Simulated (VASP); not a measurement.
Pt:

```
CELL_PARAMETERS angstrom
0.00000 1.86654 1.86654
1.86654 0.00000 1.86654
1.86654 1.86654 0.00000
ATOMIC_POSITIONS crystal
Pt 0.00000 0.00000 0.00000
```

Base run:

* Program: VASP 6.6.1
* Functional: PBEsol
* Potentials or basis: VASP PAW PBE potentials, release 64 (Pt)
* Cutoff: 520 eV
* k mesh: 22 × 22 × 22
* Occupations: gaussian, width 0.15 eV
* Spin: collinear spin
* Starting moments: [0.25] μB
* Fixed moment: 0.25 μB

Its results: pressure 61.7 GPa; site moments Pt +0.24 μB.

The run is repeated on the same cell with these changes: fixed moment from 0.25 μB to 0.05 μB; moments at the start from [0.25] to [0.05]. What comes out?

Pressure 61.2 GPa; site moments Pt +0.05 μB.

Caveats: the cell stands under pressure; the PAW data sets were made with another functional, which shifts forces and pressure a little; the total moment is fixed, so each spin has its own Fermi level and the state may be an excited one.
